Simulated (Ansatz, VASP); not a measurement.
Given: the input of a run of VASP 6.6.1 on Ti.

INCAR

```
SYSTEM = Ti
PREC     = Accurate       ! precision mode
ENCUT    = 600            ! plane-wave cutoff, eV
EDIFF    = 1E-6           ! SCF threshold, eV
ISMEAR   = -1             ! smearing method
SIGMA    = 0.05           ! smearing width, eV
LREAL    = .False.        ! projectors in reciprocal space
LASPH    = .True.         ! aspherical terms in the spheres
NELM     = 100            ! most SCF steps
ALGO     = Fast           ! electronic algorithm
ISIF     = 3              ! what is computed and relaxed
LWAVE    = .False.        ! write WAVECAR
LCHARG   = .False.        ! write CHGCAR
GGA      = RP             ! functional
IVDW     = 13             ! dispersion correction
IBRION   = 2              ! ionic algorithm
NSW      = 60             ! ionic steps
EDIFFG   = -0.01          ! ionic threshold
```

File KPOINTS:

```
regular mesh
0
Gamma
  11 11 11
  0 0 0
```

Contents of POSCAR:

```
Ti
1.0
    0.0000000000      2.0300000000      2.0300000000
    2.0300000000      0.0000000000      2.0300000000
    2.0300000000      2.0300000000      0.0000000000
Ti
1
Direct
    0.0000000000      0.0000000000      0.0000000000
```

Potentials or basis: VASP PAW PBE potentials, release 64 (Ti_sv).

The run is started by

```sh
$ cat potpaw_PBE.64/Ti_sv/POTCAR > POTCAR
$ mpirun -np 1 vasp_std > vasp.out
```

Question: Translate it to Ansatz 0.2.0. Potentials there: Ansatz PAW.

Answer: As run (the cutoff follows the program's own potentials):

File input.yaml:

```yaml
crystal:
  lattice:
    - [0.0, 2.03, 2.03]
    - [2.03, 0.0, 2.03]
    - [2.03, 2.03, 0.0]
  atoms:
    - { symbol: Ti, position: [0.0, 0.0, 0.0] }
hamiltonian:
  xc: rpbe
  pseudopotentials: { kind: paw }
  dispersion: d4
kpoints:
  mp_grid: { grid: [11, 11, 11] }
scf:
  occupations: { method: fermi_dirac, width: 0.05 }
output:
  forces: true
  stress: true
  eigenvalues: true
relax:
  f_tol: 0.01
  max_steps: 40
  cell: { stress_tol: 0.05 }
```

Potentials or basis: Ansatz PAW.

Launch:

```bash
$ ansatz run input.yaml --threads 2 --pin off --max-ram 5632MiB --backend cpu --events-out ev --progress --plain --runs-dir out
```

Both were run:

|  | VASP | Ansatz | Ansatz less VASP |
| --- | --- | --- | --- |
| gap on the k mesh at the Fermi level, each at its own relaxed structure (eV) | none | none | - |
| relaxed volume (Å³/atom) | 17.30 | 17.35 | +0.048 |
| relaxed cell length with the largest relative difference (Å) | 2.903 | 2.906 | +0.0027 |

VASP's potentials were made for PBE, not for RPBE. A gap of «none» marks a metal or a gap that the smearing closes.

Noted on Ansatz's run: the plane-wave basis is chosen anew once the cell has moved, so the energies of steps on either side of that aren't comparable.
